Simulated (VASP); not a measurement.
A run of VASP 6.6.1 is set up as follows.

INCAR

```
SYSTEM = WC
PREC = Accurate ; ENCUT = 520
EDIFF = 1E-8 ; ISMEAR = 0
SIGMA = 0.15 ; LREAL = .False.
LASPH = .True. ; NELM = 100
ALGO = Normal ; ISIF = 2
LWAVE = .False. ; LCHARG = .False.
GGA = PE ; NBANDS = 16
IBRION = 8 ; NSW = 1
```

The input KPOINTS:

```
regular mesh
0
Gamma
  12 12 12
  0 0 0
```

POSCAR

```
WC
1.0
    2.9065000000      0.0000000000      0.0000000000
   -1.4532500000      2.5171028400      0.0000000000
    0.0000000000      0.0000000000      2.8366000000
W C
1 1
Direct
    0.0000000000      0.0000000000      0.0000000000
    0.6666666667      0.3333333333      0.5000000000
```

Potentials or basis: VASP PAW PBE potentials, release 64 (W_sv, C).

Command:

```bash
$ cat potpaw_PBE.64/W_sv/POTCAR potpaw_PBE.64/C/POTCAR > POTCAR
$ mpirun -np 1 vasp_std > vasp.out
```

Question: What does it give for the highest phonon frequency at Γ?

Answer: 622 cm⁻¹.

Phonon frequencies in cm⁻¹ (negative: imaginary):
| q point | frequencies |
| --- | --- |
| (0.000, 0.000, 0.000) | 0 0 0 589 622 622 |

Caveat: the cell stands under pressure or tension, which shifts response properties.
